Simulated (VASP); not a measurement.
# Hf (Fd-3m) in VASP: further runs

Runs on Hf. Level: LDA. Tasks: single point.

All numbers are computed with VASP 6.6.1; they aren't measurements. Logs are shortened: lines on timing, memory, paths and dates and some standing lists are left out, and cuts for length are marked.

## 1. The cell of the first run

Symmetry: Fd-3m, No. 227, cubic system. Conventional cell: a = 5.815 Å, b = 5.815 Å, c = 5.815 Å, α = 90.00°, β = 90.00°, γ = 90.00°. Within 3.3 Å of Hf (site symmetry -43m) lie 4 Hf at 2.52 Å.

## 2. Single point, LDA

Input file INCAR:

```
PREC = Accurate
ENCUT = 520
EDIFF = 1E-6
ISMEAR = -1
SIGMA = 0.1
LREAL = F
LASPH = T
NELM = 80
ALGO = Normal
ISIF = 2
LWAVE = F
LCHARG = F
GGA = CA
NBANDS = 17
```

Input file KPOINTS:

```
regular mesh
0
Gamma
  12 12 12
```

Input file POSCAR:

```
Hf
1.0
    0.0000000000      2.9076211571      2.9076211571
    2.9076211571      0.0000000000      2.9076211571
    2.9076211571      2.9076211571      0.0000000000
Hf
2
Direct
   -0.1250000000     -0.1250000000     -0.1250000000
    0.1250000000      0.1250000000      0.1250000000
```

Potentials or basis: VASP PAW LDA potentials, release 64 (Hf_pv).

On the command line:

```console
> cat potpaw_LDA.64/Hf_pv/POTCAR > POTCAR
> mpirun -np 1 vasp_std > vasp.out
```

OUTCAR:

```text
PREC = Accurate
   ENCUT = 520
   EDIFF = 1E-6
   ISMEAR = -1
   LREAL = F
   LASPH = T
   NELM = 80
   ISIF = 2
   GGA = CA

 ion  position               nearest neighbor table
   1  0.875  0.875  0.875-   2 2.52   2 2.52   2 2.52   2 2.52
   2  0.125  0.125  0.125-   1 2.52   1 2.52   1 2.52   1 2.52

  LATTYP: Found a face centered cubic cell.
 ALAT       =     5.8152423142

  Lattice vectors:

 A1 = (   0.0000000000,   2.9076211571,   2.9076211571)
 A2 = (   2.9076211571,   0.0000000000,   2.9076211571)
 A3 = (   2.9076211571,   2.9076211571,   0.0000000000)

Analysis of symmetry for initial positions (statically):
=====================================================================
 Subroutine PRICEL returns:
 Original cell was already a primitive cell.

 Routine SETGRP: Setting up the symmetry group for a
 face centered cubic supercell.

 Subroutine GETGRP returns: Found 48 space group operations
 (whereof 12 operations were pure point group operations)
 out of a pool of 48 trial point group operations.

The static configuration has the point symmetry D_3d.
 The point group associated with its full space group is O_h .

Analysis of symmetry for dynamics (positions and initial velocities):
=====================================================================
 Subroutine PRICEL returns:
 Original cell was already a primitive cell.

 Routine SETGRP: Setting up the symmetry group for a
 face centered cubic supercell.

 Subroutine GETGRP returns: Found 48 space group operations
 (whereof 12 operations were pure point group operations)
 out of a pool of 48 trial point group operations.

The dynamic configuration has the point symmetry D_3d.
 The point group associated with its full space group is O_h .

 Subroutine INISYM returns: Found 48 space group operations
 (whereof 12 operations are pure point group operations),
 and found     1 'primitive' translations

----------------------------------------------------------------------------------------

                                     Primitive cell

  volume of cell :      49.1636

  direct lattice vectors                    reciprocal lattice vectors
     0.000000000  2.907621157  2.907621157    -0.171961880  0.171961880  0.171961880
     2.907621157  0.000000000  2.907621157     0.171961880 -0.171961880  0.171961880
     2.907621157  2.907621157  0.000000000     0.171961880  0.171961880 -0.171961880

  length of vectors
[... 81 lines left out ...]
   NELM   =     80;   NELMIN=  2; NELMDL= -5     # of ELM steps
   EDIFF  = 0.1E-05   stopping-criterion for ELM
   LREAL  =      F    real-space projection
   EDIFFG = 0.1E-04   stopping-criterion for IOM
   NSW    =      0    number of steps for IOM
   IBRION =     -1    ionic relax: 0-MD 1-quasi-New 2-CG
   NFREE  =      0    steps in history (QN), initial steepest desc. (CG)
   ISIF   =      2    stress and relaxation
   ISYM   =      2    0-nonsym 1-usesym 2-fastsym
   POTIM  = 0.5000    time-step for ionic-motion
   TEBEG  =    0.0;   TEEND  =   0.0 temperature during run
   PSTRESS=    0.0 pullay stress
   NELECT =      20.0000    total number of electrons
   NUPDOWN=      -1.0000    fix difference up-down
   EMIN   =  10.00;   EMAX   =-10.00  energy-range for DOS
   EFERMI =   0.00;   METHOD = LEGACY
   ISMEAR =    -1;   SIGMA  =   0.10  broadening in eV -4-tet -1-fermi 0-gaus
   EFERMI_NEDOS =   21; number of points for ismear=-14 and -15
   IALGO  =     38    algorithm
   IMIX   =      4    mixing-type and parameters
     AMIX     =   0.40;   BMIX     =  1.00
     AMIX_MAG =   1.60;   BMIX_MAG =  1.00
  volume/ion in A,a.u.               =      24.58       165.89
  Fermi-wavevector in a.u.,A,eV,Ry     =   1.213027  2.292288 20.020070  1.471434
  Thomas-Fermi vector in A             =   2.348492
   LORBIT       =      0    0 simple, 1 ext, 2 COOP (PROOUT), +10 PAW based schemes
   GGA     = CA    functional components
   LHFCALC =     F    Hartree Fock is set to
   AEXX    =    0.0000 exact exchange contribution
   IVDW    =     0    specifies the selected vdW correction
   LEPSILON=     F    determine dielectric tensor
   LRPA    =     F    only Hartree local field effects (RPA)
 non-spin polarized calculation
  energy-cutoff  :      520.00
  volume of cell :       49.16
 maximum number of plane-waves:      1363
   NGX = 15   NGY = 15   NGZ = 15

 number of electron      20.0000002 magnetization

 Free energy of the ion-electron system (eV)
  ---------------------------------------------------
  ext. energy  EPLUGINS =         0.00000000
  ---------------------------------------------------
  free energy    TOTEN  =       -15.75364233 eV

  energy without entropy =      -15.65297978  energy(sigma->0) =      -15.70331105

 E-fermi :   3.4812     XC(G=0): -10.7158

 val. band max:        3.4673934725   @ k =   0.5000   0.4167   0.0833
 cond. band min:       3.4951611541   @ k =   0.4167   0.0833   0.0000
 fundamental gap:      0.0277676817
 Fermi energy:         3.4811663098

 k-point     1 :       0.0000    0.0000    0.0000
  band No.  band energies     occupation
      1     -27.5599      2.00000
      2     -27.5599      2.00000
      3     -27.5599      2.00000
      4     -26.1026      2.00000
      5     -26.1026      2.00000
      6     -26.1026      2.00000
[... 457 lines left out ...]
      4     -26.3105      2.00000
      5     -25.8632      2.00000
      6     -25.7640      2.00000
[... 9 lines left out ...]
     16       8.9091      0.00000
     17       9.6641      0.00000

 [... further k-points ...]

------------------------ aborting loop because EDIFF is reached ----------------------------------------

  FORCE on cell =-STRESS in cart. coord.  units (eV):
  Direction    XX          YY          ZZ          XY          YZ          ZX
  --------------------------------------------------------------------------------------
  -------------------------------------------------------------------------------------
  Total        2.8923905      2.8923905      2.8923905     -0.0000000      0.0000000     -0.0000000
  in kB       94.2592669     94.2592669     94.2592669     -0.0000000      0.0000000     -0.0000000
  external PRESSURE =      94.2592669 kB  Pullay stress =       0.0000000 kB

 VOLUME and BASIS-vectors are now :
 -----------------------------------------------------------------------------
  energy-cutoff  :      520.00
  volume of cell :       49.16
      direct lattice vectors                 reciprocal lattice vectors
     0.000000000  2.907621157  2.907621157    -0.171961880  0.171961880  0.171961880
     2.907621157  0.000000000  2.907621157     0.171961880 -0.171961880  0.171961880
     2.907621157  2.907621157  0.000000000     0.171961880  0.171961880 -0.171961880

 POSITION                                       TOTAL-FORCE (eV/Angst)
 -----------------------------------------------------------------------------------
      5.08834      5.08834      5.08834         0.000000     -0.000000     -0.000000
      0.72691      0.72691      0.72691        -0.000000      0.000000      0.000000
 -----------------------------------------------------------------------------------
    total drift:                                0.000000      0.000000     -0.000000

  FREE ENERGIE OF THE ION-ELECTRON SYSTEM (eV)
  ---------------------------------------------------
  free  energy   TOTEN  =       -15.7536423272 eV

  energy  without entropy=      -15.6529797807  energy(sigma->0) =      -15.70331105
```

OSZICAR:

```text
N       E                     dE             d eps       ncg     rms          rms(c)
DAV:   1     0.573179055631E+02    0.57318E+02   -0.11318E+04  2456   0.110E+03
DAV:   2    -0.141625011033E+02   -0.71480E+02   -0.69484E+02  3211   0.251E+02
DAV:   3    -0.159882045300E+02   -0.18257E+01   -0.17963E+01  3164   0.273E+01
DAV:   4    -0.160079442792E+02   -0.19740E-01   -0.19706E-01  3130   0.328E+00
DAV:   5    -0.160082300274E+02   -0.28575E-03   -0.28568E-03  3239   0.347E-01    0.336E+01
DAV:   6    -0.158130304204E+02    0.19520E+00   -0.21992E-01  2727   0.250E+00    0.192E+01
DAV:   7    -0.157578957148E+02    0.55135E-01   -0.16856E-01  2890   0.233E+00    0.107E+00
DAV:   8    -0.157536084919E+02    0.42872E-02   -0.21456E-02  2755   0.756E-01    0.963E-02
DAV:   9    -0.157536363629E+02   -0.27871E-04   -0.39472E-04  3310   0.132E-01    0.624E-02
DAV:  10    -0.157536424069E+02   -0.60440E-05   -0.12311E-05  2968   0.211E-02    0.174E-02
DAV:  11    -0.157536423272E+02    0.79627E-07   -0.27986E-06  2813   0.767E-03
   1 F= -.15753642E+02 E0= -.15703311E+02  d E =-.100663E+00
```

stdout:

```text
POSCAR found type information on POSCAR Hf
 POSCAR found :  1 types and       2 ions
 scaLAPACK will be used
 LDA part: xc-table for (Slater(with rela. corr.)+CA(PZ))
 , standard interpolation
 POSCAR, INCAR and KPOINTS ok, starting setup
 FFT: planning ... GRIDC
 FFT: planning ... GRID_SOFT
 FFT: planning ... GRID
 WAVECAR not read
 entering main loop
```

Run time: 90 s. Hardware: 1 thread of AMD EPYC 7R13, shared host; peak memory 0.15 GiB.

Results:

```yaml
Free_energy: -15.7536 eV
Pressure: 9.4 GPa
Band_gap_on_the_k_mesh: zero (band 10 reaches 3.73 eV, above the bottom of band 11 at 3.39 eV)
```

Levels at points of the mesh, in eV from the Fermi level:
| k point | band 7 | band 8 | band 9 | band 10 | band 11 | band 12 | band 13 | band 14 |
| --- | --- | --- | --- | --- | --- | --- | --- | --- |
| (0.00, 0.00, 0.00) | -5.93 | -1.19 | -1.19 | 0.15 | 0.15 | 0.15 | 2.73 | 2.73 |
| (0.50, 0.00, 0.00) | -2.94 | -1.65 | -1.07 | -1.07 | -0.09 | -0.09 | 0.72 | 4.37 |
| (0.50, 0.50, 0.00) | -2.51 | -2.51 | -0.20 | -0.20 | 0.01 | 0.01 | 2.26 | 2.26 |

Caveat: spin-orbit coupling is left out, which moves the levels of the heavy elements.

## 3. Single point, LDA

Input file INCAR:

```
SYSTEM = Hf
  PREC = Accurate
  ENCUT = 520
  EDIFF = 1E-6
  ISMEAR = -1
  SIGMA = 0.1
  LREAL = .False.
  LASPH = .True.
  NELM = 60
  ALGO = Normal
  ISIF = 2
  LWAVE = .False.
  LCHARG = .False.
  NBANDS = 17
```

Input file KPOINTS:

```
regular mesh
0
Gamma
  12 12 12
  0 0 0
```

POSCAR is that of step 2.

Potentials or basis: VASP PAW LDA potentials, release 64 (Hf_pv).

On the command line:

```console
> cat potpaw_LDA.64/Hf_pv/POTCAR > POTCAR
> mpirun -np 1 vasp_std > vasp.out
```

Wall time 91 s (1 thread of AMD EPYC 7R13, shared host); peak memory 0.15 GiB.

Results (log left out):

```yaml
Free_energy: -15.7536 eV
Pressure: 9.4 GPa
Band_gap_on_the_k_mesh: zero (band 10 reaches 3.73 eV, above the bottom of band 11 at 3.39 eV)
```

Levels at points of the mesh, in eV from the Fermi level:
| k point | band 8 | band 9 | band 10 | band 11 | band 12 | band 13 |
| --- | --- | --- | --- | --- | --- | --- |
| (0.00, 0.00, 0.00) | -1.19 | -1.19 | 0.15 | 0.15 | 0.15 | 2.73 |
| (0.50, 0.00, 0.00) | -1.65 | -1.07 | -1.07 | -0.09 | -0.09 | 0.72 |
| (0.50, 0.50, 0.00) | -2.51 | -0.20 | -0.20 | 0.01 | 0.01 | 2.26 |

Caveat: spin-orbit coupling is left out, which moves the levels of the heavy elements.
